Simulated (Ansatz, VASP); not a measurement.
# One calculation of Hf5F, two programs

```
Hf F
1.0
     5.09133    0.00000    0.00000
    -2.54567    4.40922    0.00000
     0.00000    0.00000    5.63973
Hf F
5 1
Direct
  0.33333 0.66667 0.75780
  0.33333 0.66667 0.24220
  0.66667 0.33333 0.24220
  0.66667 0.33333 0.75780
  0.00000 0.00000 0.00000
  0.00000 0.00000 0.50000
```

Alike in both runs: functional PBE; k mesh 6 × 6 × 4; occupations gaussian, width 0.1 eV; no spin polarisation.

Ansatz relaxed the structure, and its values are those at the end. VASP's run is a single point on that final structure, the one shown.

|  | VASP | Ansatz |
| --- | --- | --- |
| version | VASP 6.6.1 | Ansatz 0.2.0 |
| potentials or method | VASP PAW PBE potentials, release 64 (Hf_pv, F), cutoff 520 eV | scalar-relativistic, plane waves, PAW |
| valence electrons in the cell | 57 | 137 |

```tsv
	VASP	Ansatz	Ansatz less VASP
gap on the k mesh at the Fermi level (eV)	none	none	-
pressure (GPa)	-0.2	0.2	+0.44
rms of the force components (eV/Å)	0.002	0.015	+0.0128
```

A gap of «none» marks a metal or a gap that the smearing closes. VASP's potentials hold 57 valence electrons a cell and Ansatz's 137, so a difference there can come from the potentials and not from the codes.

Spin-orbit coupling is off throughout.
